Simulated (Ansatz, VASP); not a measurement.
# WS2 in VASP and in Ansatz

The input POSCAR:

```
WS2
1.0
    1.6263703958      0.9389853858      6.1633300000
   -1.6263703958      0.9389853858      6.1633300000
    0.0000000000     -1.8779707716      6.1633300000
W S
1 2
Direct
    0.0000000000      0.0000000000      0.0000000000
    0.7503000000      0.7503000000      0.7503000000
    0.5810000000      0.5810000000      0.5810000000
```

File INCAR.step1:

```
PREC = Accurate
ENCUT = 520
ISMEAR = 0
SIGMA = 0.05
LREAL = False
LASPH = True
NELM = 60
NBANDS = 20
GGA = PE
ALGO = Normal
EDIFF = 1E-4
LWAVE = True
LCHARG = False
```

File INCAR.step2:

```
PREC = Accurate
ENCUT = 520
EDIFF = 1E-6
ISMEAR = 0
SIGMA = 0.05
LREAL = False
LASPH = True
NELM = 60
ALGO = Normal
ISIF = 2
LWAVE = False
LCHARG = True
METAGGA = R2SCAN
LMIXTAU = True
LELF = True
LVHAR = True
NBANDS = 20
ISTART = 1
```

KPOINTS

```
Automatic mesh
0
Gamma
  12 12 12
```

Input for Ansatz:

```yaml
crystal:
  lattice:
    - [1.6263703958, 0.9389853858, 6.16333]
    - [-1.6263703958, 0.9389853858, 6.16333]
    - [0.0, -1.8779707716, 6.16333]
  atoms:
    - { symbol: W, position: [0.0, 0.0, 0.0] }
    - { symbol: S, position: [0.7503, 0.7503, 0.7503] }
    - { symbol: S, position: [0.581, 0.581, 0.581] }
basis:
  ecutwfc: 500
kpoints:
  mp_grid: { grid: [12, 12, 12] }
hamiltonian:
  xc: r2scan
scf:
  occupations: { method: gaussian, width: 0.05 }
output:
  forces: true
  stress: true
  eigenvalues: true
```

Change from the starting cell: strain +0.030 along x and y, +0.000 along z, atoms carried along.

Alike in both runs: task single point; functional r2SCAN; k mesh 12 × 12 × 12; occupations gaussian, width 0.05 eV; no spin polarisation.

```csv
,VASP,Ansatz
version,VASP 6.6.1,Ansatz 0.2.0
potentials or method,"VASP PAW PBE potentials, release 64 (W_sv, S), cutoff 520 eV","scalar-relativistic, plane waves, PAW"
valence electrons in the cell,26,26
```

Ansatz gave:

```
gap on the k mesh at the Fermi level (eV)                     : 0.88
least direct gap on the mesh (eV)                             : 1.70
pressure (GPa)                                                : -6.4
traceless stress, the component that is largest in VASP (GPa) : 2.42
rms of the force components (eV/Å)                            : 0.379
```

Estimate VASP's values.

gap on the k mesh at the Fermi level (eV): 0.90; least direct gap on the mesh (eV): 1.70; pressure (GPa): -6.3; traceless stress, the component that is largest in VASP (GPa): 2.37; rms of the force components (eV/Å): 0.373.

VASP's potentials were made for PBE, not for r2SCAN. Atom by atom the forces differ by 0.008 eV/Å (rms over components).

Spin-orbit coupling is off throughout.
